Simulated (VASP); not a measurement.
# Se (a cell with a defect) in VASP: single point with LDA

Aim: the single point of Se (a cell with a defect) with LDA.

Program: VASP 6.6.1. These are calculated values, not measurements. Logs are shortened: lines on timing, memory, paths and dates and some standing lists are left out, and cuts for length are marked.

## Step 1: The cell of the first run

The cell holds a defect, 23 atoms: a = 8.820 Å, b = 8.820 Å, c = 10.006 Å, α = 90.00°, β = 90.00°, γ = 120.00°.

## Step 2: Single point, LDA

INCAR reads:

```
  PREC = Accurate
  ENCUT = 520
  EDIFF = 1E-6
  ISMEAR = 1
  SIGMA = 0.15
  LREAL = Auto
  LASPH = T
  NELM = 100
  ALGO = Fast
  ISIF = 2
  LWAVE = F
  LCHARG = F
  NBANDS = 86
```

KPOINTS reads:

```
regular mesh
0
Gamma
  2 2 2
```

POSCAR reads:

```
Se
1.0
    8.8195704500      0.0000000100      0.0000000000
   -4.4097852300      7.6379720500      0.0000000000
    0.0000000000      0.0000000000     10.0060979400
Se
23
Direct
   -0.0114499931      0.1482457638      0.3170565608
    0.3547609579      0.3701981335      0.4944611805
    0.1063011517      0.0355975378      0.6728697880
    0.0108263524      0.1595707593      0.8483508807
    0.3566862589      0.3652181467      0.9967121109
    0.1190605980      0.4855724759      0.1643261949
    0.0108462712      0.5900354139      0.3352942396
    0.4187183461      0.8990464944      0.5054299918
    0.1124406451      0.4727396193      0.6687291130
   -0.0140378216      0.5767948575      0.8303996273
    0.4151635084      0.8934275945      1.0040154574
    0.6431138281      0.0078583678      0.1695203275
    0.5135574554      0.1110997774      0.3342493767
    0.8856275428      0.3596416658      0.4974482590
    0.6450220431      0.0141830833      0.6717068972
    0.5158618044      0.1139473919      0.8377531432
    0.8788810292      0.3642136909      1.0014810029
    0.5840874405      0.4780995492      0.1624365472
    0.4837826640      0.5988850136      0.3283395805
    0.8928743912      0.9279355757      0.4929895779
    0.5807751393      0.4802456686      0.6607736642
    0.4867637495      0.5981688549      0.8320137430
    1.0001173385      1.0152456620      1.0834935921
```

Potentials or basis: VASP PAW LDA potentials, release 64 (Se).

The run is started by

```console
cat potpaw_LDA.64/Se/POTCAR > POTCAR
mpirun -np 1 vasp_std > vasp.out
```

OUTCAR:

```text
PREC = Accurate
   ENCUT = 520
   EDIFF = 1E-6
   ISMEAR = 1
   LREAL = Auto
   LASPH = T
   NELM = 100
   ISIF = 2

 ion  position               nearest neighbor table
   1  0.989  0.148  0.317-  20 2.44  23 2.64
   2  0.355  0.370  0.494-  21 2.40  19 2.41
   3  0.106  0.036  0.673-  20 2.43   4 2.43
   4  0.011  0.160  0.848-   3 2.43  23 2.65
   5  0.357  0.365  0.997-  18 2.40  22 2.43
   6  0.119  0.486  0.164-   7 2.36  17 2.45
[... 15 lines left out ...]
  22  0.487  0.598  0.832-  21 2.36   5 2.43
  23  0.000  0.015  0.083-   1 2.64   4 2.65

  LATTYP: Found a hexagonal cell.
 ALAT       =     8.8195704500
 C/A-ratio  =     1.1345334783

  Lattice vectors:

 A1 = (   8.8195704500,   0.0000000100,   0.0000000000)
 A2 = (  -4.4097852300,   7.6379720500,   0.0000000000)
 A3 = (   0.0000000000,   0.0000000000,  10.0060979400)

Analysis of symmetry for initial positions (statically):
=====================================================================
 Subroutine PRICEL returns:
 Original cell was already a primitive cell.

 Routine SETGRP: Setting up the symmetry group for a
 hexagonal supercell.

 Subroutine GETGRP returns: Found  1 space group operations
 (whereof  1 operations were pure point group operations)
 out of a pool of 24 trial point group operations.

The static configuration has the point symmetry C_1 .

Analysis of symmetry for dynamics (positions and initial velocities):
=====================================================================
 Subroutine PRICEL returns:
 Original cell was already a primitive cell.

 Routine SETGRP: Setting up the symmetry group for a
 hexagonal supercell.

 Subroutine GETGRP returns: Found  1 space group operations
 (whereof  1 operations were pure point group operations)
 out of a pool of 24 trial point group operations.

The dynamic configuration has the point symmetry C_1 .

 Subroutine INISYM returns: Found  1 space group operations
 (whereof  1 operations are pure point group operations),
 and found     1 'primitive' translations

----------------------------------------------------------------------------------------

                                     Primitive cell

  volume of cell :     674.0471

  direct lattice vectors                    reciprocal lattice vectors
     8.819570450  0.000000010  0.000000000     0.113384207  0.065462402  0.000000000
    -4.409785230  7.637972050  0.000000000    -0.000000000  0.130924805  0.000000000
     0.000000000  0.000000000 10.006097940     0.000000000  0.000000000  0.099939058

  length of vectors
     8.819570450  8.819570444 10.006097940     0.130924805  0.130924805  0.099939058

  position of ions in fractional coordinates (direct lattice)
     0.988550007  0.148245764  0.317056561
     0.354760958  0.370198133  0.494461180
     0.106301152  0.035597538  0.672869788
     0.010826352  0.159570759  0.848350881
     0.356686259  0.365218147  0.996712111
     0.119060598  0.485572476  0.164326195
[... 15 lines left out ...]
     0.486763749  0.598168855  0.832013743
     0.000117338  0.015245662  0.083493592

  ion indices of the primitive-cell ions
   primitive index   ion index
                 1           1
                 2           2
                 3           3
                 4           4
                 5           5
                 6           6
[... 15 lines left out ...]
                22          22
                23          23

----------------------------------------------------------------------------------------

 KPOINTS: regular mesh

Automatic generation of k-mesh.
 Grid dimensions read from file:
 generate k-points for:    2    2    2

 Generating k-lattice:

  Cartesian coordinates                     Fractional coordinates (reciprocal lattice)
     0.056692103  0.032731201  0.000000000     0.500000000 -0.000000000  0.000000000
    -0.000000000  0.065462402  0.000000000     0.000000000  0.500000000  0.000000000
     0.000000000  0.000000000  0.049969529     0.000000000  0.000000000  0.500000000

  Length of vectors
     0.065462402  0.065462402  0.049969529

  Shift w.r.t. Gamma in fractional coordinates (k-lattice)
     0.000000000  0.000000000  0.000000000

 Subroutine IBZKPT returns following result:
 ===========================================

 Found      8 irreducible k-points:

 Following reciprocal coordinates:
            Coordinates               Weight
  0.000000  0.000000  0.000000      1.000000
  0.500000  0.000000  0.000000      1.000000
 -0.000000  0.500000  0.000000      1.000000
  0.500000  0.500000  0.000000      1.000000
  0.000000  0.000000  0.500000      1.000000
  0.500000  0.000000  0.500000      1.000000
 -0.000000  0.500000  0.500000      1.000000
  0.500000  0.500000  0.500000      1.000000
   k-points           NKPTS =      8   k-points in BZ     NKDIM =      8   number of bands    NBANDS=     86
   number of dos      NEDOS =    301   number of ions     NIONS =     23
   total plane-waves  NPLWV = 392000
   dimension x,y,z NGX =    70 NGY =   70 NGZ =   80
   dimension x,y,z NGXF=   140 NGYF=  140 NGZF=  160
   ions per type =              23
   NGX,Y,Z   is equivalent  to a cutoff of  13.19, 13.19, 13.29 a.u.
   NGXF,Y,Z  is equivalent  to a cutoff of  26.39, 26.39, 26.58 a.u.
 SYSTEM =  unknown system
   PREC   = accura    normal or accurate (medium, high low for compatibility)
   ISTART =      0    job   : 0-new  1-cont  2-samecut
   ICHARG =      2    charge: 1-file 2-atom 10-const
   ISPIN  =      1    spin polarized calculation?
   LNONCOLLINEAR =      F non collinear calculations
   LSORBIT =      F    spin-orbit coupling
   LASPH  =      T    aspherical Exc in radial PAW
   ENCUT  =  520.0 eV  38.22 Ry    6.18 a.u.  16.40 16.40 18.60*2*pi/ulx,y,z
   NELM   =    100;   NELMIN=  2; NELMDL= -5     # of ELM steps
   EDIFF  = 0.1E-05   stopping-criterion for ELM
   LREAL  =      T    real-space projection
   EDIFFG = 0.1E-04   stopping-criterion for IOM
   NSW    =      0    number of steps for IOM
   IBRION =     -1    ionic relax: 0-MD 1-quasi-New 2-CG
   NFREE  =      0    steps in history (QN), initial steepest desc. (CG)
   ISIF   =      2    stress and relaxation
   ISYM   =      2    0-nonsym 1-usesym 2-fastsym
   POTIM  = 0.5000    time-step for ionic-motion
   TEBEG  =    0.0;   TEEND  =   0.0 temperature during run
   PSTRESS=    0.0 pullay stress
   NELECT =     138.0000    total number of electrons
   NUPDOWN=      -1.0000    fix difference up-down
   EMIN   =  10.00;   EMAX   =-10.00  energy-range for DOS
   EFERMI =   0.00;   METHOD = LEGACY
   ISMEAR =     1;   SIGMA  =   0.15  broadening in eV -4-tet -1-fermi 0-gaus
   EFERMI_NEDOS =   21; number of points for ismear=-14 and -15
   IALGO  =     68    algorithm
   IMIX   =      4    mixing-type and parameters
     AMIX     =   0.40;   BMIX     =  1.00
     AMIX_MAG =   1.60;   BMIX_MAG =  1.00
  volume/ion in A,a.u.               =      29.31       197.77
  Fermi-wavevector in a.u.,A,eV,Ry     =   0.964875  1.823350 12.666806  0.930984
  Thomas-Fermi vector in A             =   2.094544
   LORBIT       =      0    0 simple, 1 ext, 2 COOP (PROOUT), +10 PAW based schemes
   GGA     = CA    functional components
   LHFCALC =     F    Hartree Fock is set to
   AEXX    =    0.0000 exact exchange contribution
   IVDW    =     0    specifies the selected vdW correction
   LEPSILON=     F    determine dielectric tensor
   LRPA    =     F    only Hartree local field effects (RPA)
 non-spin polarized calculation
 RMM-DIIS sequential band-by-band and
 Methfessel and Paxton  Order N= 1 SIGMA  =   0.15
  energy-cutoff  :      520.00
  volume of cell :      674.05
 maximum number of plane-waves:     18206
 NGX is ok and might be reduce to    70
   NGX = 33   NGY = 33   NGZ = 37

 number of electron     138.0000002 magnetization

 Free energy of the ion-electron system (eV)
  ---------------------------------------------------
  ext. energy  EPLUGINS =         0.00000000
  ---------------------------------------------------
  free energy    TOTEN  =       -92.50670852 eV

  energy without entropy =      -92.52985360  energy(sigma->0) =      -92.51442355

 E-fermi :   2.0605     XC(G=0):  -8.8156

 val. band max:        1.9608016978   @ k =   0.5000   0.0000   0.0000
 cond. band min:       2.1541192600   @ k =   0.0000   0.0000   0.5000
 fundamental gap:      0.1933175622
 Fermi energy:         2.0604738100

 k-point     1 :       0.0000    0.0000    0.0000
  band No.  band energies     occupation
      1     -13.7192      2.00000
      2     -13.2319      2.00000
      3     -13.1467      2.00000
      4     -12.7179      2.00000
      5     -12.6453      2.00000
      6     -12.5659      2.00000
[... 73 lines left out ...]
     80       4.0437     -0.00000
     81       4.1189     -0.00000

 k-point     2 :       0.5000    0.0000    0.0000
  band No.  band energies     occupation
      1     -13.6191      2.00000
      2     -13.3782      2.00000
      3     -13.1330      2.00000
      4     -12.7187      2.00000
      5     -12.5989      2.00000
      6     -12.4965      2.00000
[... 73 lines left out ...]
     80       4.1510     -0.00000
     81       4.3855     -0.00000
[... 418 lines left out ...]
     80       4.2022     -0.00000
     81       4.2742     -0.00000

 k-point     8 :       0.5000    0.5000    0.5000
  band No.  band energies     occupation
      1     -13.3995      2.00000
      2     -13.3524      2.00000
      3     -13.0435      2.00000
      4     -12.9778      2.00000
      5     -12.9581      2.00000
      6     -12.9002      2.00000
[... 73 lines left out ...]
     80       4.1978     -0.00000
     81       4.2964     -0.00000
 [bands above 81 left out]

------------------------ aborting loop because EDIFF is reached ----------------------------------------

  FORCE on cell =-STRESS in cart. coord.  units (eV):
  Direction    XX          YY          ZZ          XY          YZ          ZX
  --------------------------------------------------------------------------------------
  -------------------------------------------------------------------------------------
  Total       -8.5290518     -8.3441455    -15.1190055     -0.2031806      0.0319853     -0.0543806
  in kB      -20.2731431    -19.8336298    -35.9371440     -0.4829504      0.0760276     -0.1292600
  external PRESSURE =     -25.3479723 kB  Pullay stress =       0.0000000 kB

 VOLUME and BASIS-vectors are now :
 -----------------------------------------------------------------------------
  energy-cutoff  :      520.00
  volume of cell :      674.05
      direct lattice vectors                 reciprocal lattice vectors
     8.819570450  0.000000010  0.000000000     0.113384207  0.065462402  0.000000000
    -4.409785230  7.637972050  0.000000000    -0.000000000  0.130924805  0.000000000
     0.000000000  0.000000000 10.006097940     0.000000000  0.000000000  0.099939058

 POSITION                                       TOTAL-FORCE (eV/Angst)
 -----------------------------------------------------------------------------------
      8.06485      1.13230      3.17250        -0.020371      0.069974     -0.068930
      1.49634      2.82756      4.94763        -0.028531     -0.042398     -0.000968
      0.78055      0.27189      6.73280         0.037917     -0.057742     -0.087343
     -0.60819      1.21880      8.48868        -0.066652      0.059426      0.059271
      1.53529      2.78953      9.97320        -0.019801     -0.024196     -0.017231
     -1.09121      3.70879      1.64426         0.046781      0.002856      0.027462
[... 15 lines left out ...]
      1.65525      4.56880      8.32521        -0.014917      0.056268      0.024951
     -0.06620      0.11645      0.83545         0.028219     -0.035656      0.013291
 -----------------------------------------------------------------------------------
    total drift:                                0.003036      0.005134     -0.004005

  FREE ENERGIE OF THE ION-ELECTRON SYSTEM (eV)
  ---------------------------------------------------
  free  energy   TOTEN  =       -92.5067085230 eV

  energy  without entropy=      -92.5298535950  energy(sigma->0) =      -92.51442355
```

Wall time 7 min (1 thread of Intel Xeon 6975P-C (Granite Rapids), shared host); peak memory 0.68 GiB.

What came out:

```
Free energy            : -92.5067 eV
Pressure               : -2.5 GPa
Largest force          : 0.111 eV/Å
Band gap on the k mesh : 0.19 eV
```

Forces on the atoms (eV/Å):
```
Se  -0.020  0.070 -0.069
Se  -0.029 -0.042 -0.001
Se   0.038 -0.058 -0.087
Se  -0.067  0.059  0.059
Se  -0.020 -0.024 -0.017
Se   0.047  0.003  0.027
Se  -0.002  0.056  0.004
Se   0.002 -0.046  0.013
Se   0.053 -0.015 -0.004
Se  -0.055  0.040  0.014
Se  -0.018 -0.045 -0.002
Se   0.030  0.006  0.021
Se  -0.049  0.035 -0.020
Se  -0.008 -0.060 -0.006
Se   0.045  0.009 -0.005
Se  -0.028  0.040 -0.003
Se  -0.031 -0.023 -0.017
Se   0.043 -0.005 -0.005
Se  -0.018  0.047 -0.004
Se   0.027 -0.041  0.077
Se   0.045 -0.026 -0.011
Se  -0.015  0.056  0.025
Se   0.028 -0.036  0.013
```

Stress tensor (GPa, compression positive):
```
-2.03 -0.05 -0.01
-0.05 -1.98  0.01
-0.01  0.01 -3.59
```

Levels at points of the mesh, in eV from the valence-band top:
```tsv
k point	band 67	band 68	band 69	band 70	band 71	band 72
(0.00, 0.00, 0.00)	-0.23	-0.06	-0.02	0.41	1.15	1.25
(0.50, 0.00, 0.00)	-0.45	-0.43	0.00	0.39	1.14	1.29
(0.00, 0.50, 0.00)	-0.51	-0.32	-0.10	0.36	1.18	1.27
(0.50, 0.50, 0.00)	-0.51	-0.31	-0.11	0.36	1.18	1.27
(0.00, 0.00, 0.50)	-0.52	-0.51	-0.21	0.19	1.31	1.38
(0.50, 0.00, 0.50)	-0.34	-0.29	-0.01	0.27	1.24	1.42
(0.00, 0.50, 0.50)	-0.41	-0.34	-0.09	0.27	1.39	1.54
(0.50, 0.50, 0.50)	-0.42	-0.34	-0.10	0.27	1.39	1.54
```
